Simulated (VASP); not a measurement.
Wanted: the native input for a VASP 6.6.1 run.

```
Task                   : single point
Functional             : LDA
Potentials or basis    : VASP PAW LDA potentials, release 64 (Co_sv, O)
Cutoff                 : 600 eV
k mesh                 : 10 × 10 × 10
Occupations            : gaussian, width 0.05 eV
Spin                   : collinear spin, ferromagnetic start
Starting moments       : [2.82, 0.3] μB
Hubbard terms          : Co d U = 3.3 eV
Dipole correction      : no
Second run             : valence_matched
Further INCAR settings : ALGO = Normal; EDIFF = 1e-06; NBANDS = 22
```

The structure of CoO lies in POSCAR:

```
CoO
1.0
    0.0000000000      2.1123212002      2.1123212002
    2.1123212002      0.0000000000      2.1123212002
    2.1123212002      2.1123212002      0.0000000000
Co O
1 1
Direct
    0.0000000000      0.0000000000      0.0000000000
    0.5000000000      0.5000000000      0.5000000000
```

This cell differs from its parent crystal: volume scaled by 1.02.

The input as run:

INCAR

```
ALGO = Normal
EDIFF = 1E-6
ENCUT = 600
GGA = CA
GGA_COMPAT = False
ISIF = 2
ISMEAR = 0
ISPIN = 2
LASPH = True
LCHARG = True
LDAU = True
LDAUJ = 0 0
LDAUL = 2 -1
LDAUPRINT = 1
LDAUTYPE = 2
LDAUU = 3.3 0
LELF = True
LMAXMIX = 4
LORBIT = 11
LREAL = False
LVHAR = True
LWAVE = False
MAGMOM = 2.82 0.3
NBANDS = 22
NELM = 200
PREC = Accurate
SIGMA = 0.05
```

KPOINTS

```
k-points
0
Gamma
  10 10 10
```

Potentials or basis: VASP PAW LDA potentials, release 64 (Co_sv, O).

The run is started by

```console
$ cat potpaw_LDA.64/Co_sv/POTCAR potpaw_LDA.64/O/POTCAR > POTCAR
$ mpirun -np 1 vasp_std > vasp.out
```

It gave:

```json
{
  "Pressure": "-14.8 GPa",
  "Band gap on the k mesh": "zero (filled and empty bands overlap)",
  "Net moment": "3.00 μB per cell",
  "Site moments": "Co +2.65; O +0.28 μB",
  "Valence electrons inside the program's atomic spheres": "Co 14.90; O 4.97"
}
```

Caveat: a cell with one magnetic atom can't hold antiferromagnetic order, which such compounds often take.

Run time: 35 s on 1 thread of AMD EPYC 9R45 96-Core Processor (Zen 5), with other jobs on the host, peak memory 0.13 GiB.
